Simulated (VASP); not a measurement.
Input of a VASP 6.6.1 run:

POSCAR

```
Si
1.0
    0.1060954022      2.7193295421      2.7193295421
    2.7193295421      0.1060954022      2.7193295421
    2.7193295421      2.7193295421      0.1060954022
Si
2
Direct
    0.0026859546      0.0026859546      0.0026859546
    0.2473140454      0.2473140454      0.2473140454
```

Contents of INCAR.step1:

```
PREC = Accurate
ENCUT = 520
EDIFF = 1E-5
ISMEAR = -1
SIGMA = 0.02
LREAL = False
LASPH = True
NELM = 100
ALGO = Normal
ISIF = 2
LWAVE = True
LCHARG = False
GGA = PE
NBANDS = 11
```

Contents of INCAR.step2:

```
PREC = Accurate
ENCUT = 520
EDIFF = 1E-6
ISMEAR = -1
SIGMA = 0.02
LREAL = False
LASPH = True
NELM = 100
ALGO = Normal
ISIF = 2
LWAVE = False
LCHARG = False
GGA = PE
LHFCALC = True
HFSCREEN = 0.2079
PRECFOCK = Normal
ISTART = 1
NBANDS = 11
```

The input KPOINTS:

```
regular mesh
0
Gamma
  6 6 6
```

Potentials or basis: VASP PAW PBE potentials, release 64 (Si).

Command:

```sh
$ cat potpaw_PBE.64/Si/POTCAR > POTCAR
$ cp INCAR.step1 INCAR
$ mpirun -np 1 vasp_std > vasp.out
$ cp INCAR.step2 INCAR
$ mpirun -np 1 vasp_std > vasp.out
```

Q: Predict the largest force.

A: 0.018 eV/Å.

Q: Estimate the band gap on the k mesh.

A: 0.61 eV (least direct gap 2.39 eV).

Stress tensor (GPa, compression positive):
```
 6.38 -3.48 -3.48
-3.48  6.38 -3.48
-3.48 -3.48  6.38
```

Caveat: the cell differs from its parent crystal (epitaxial 111 strain -4.0%); the cell stands under pressure; the PAW data sets were made with another functional, which shifts forces and pressure a little. A k mesh can miss the band edges.
